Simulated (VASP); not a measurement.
A run of VASP 6.6.1 is set up as follows.

File INCAR:

```
SYSTEM = KI
PREC = Accurate
ENCUT = 520
EDIFF = 1E-6
ISMEAR = -1
SIGMA = 0.03
LREAL = .False.
LASPH = .True.
NELM = 100
ALGO = Normal
ISIF = 2
LWAVE = .False.
LCHARG = .False.
GGA = PE
NBANDS = 15
```

KPOINTS

```
Automatic mesh
0
Gamma
  10 10 10
  0 0 0
```

POSCAR

```
KI
1.0
    0.0000000000      3.5900284935      3.5900284935
    3.5900284935      0.0000000000      3.5900284935
    3.5900284935      3.5900284935      0.0000000000
K I
1 1
Direct
    0.0000000000      0.0000000000      0.0098481113
    0.5000000000      0.5000000000      0.5000000000
```

Potentials or basis: VASP PAW PBE potentials, release 64 (K_sv, I).

Launch:

```sh
$ cat potpaw_PBE.64/K_sv/POTCAR potpaw_PBE.64/I/POTCAR > POTCAR
$ mpirun -np 1 vasp_std > vasp.out
```

(1) What does it give for the pressure?

(2) Estimate the largest force.

(3) What does it give for the band gap on the k mesh?

## Answers

(1) 0.0 GPa.

(2) 0.043 eV/Å.

(3) 3.85 eV.

Caveat: the cell differs from its parent crystal (atom 1 (K) moved by [0.035355, 0.035355, 0.0] A); spin-orbit coupling is left out, which moves the levels of the heavy elements.
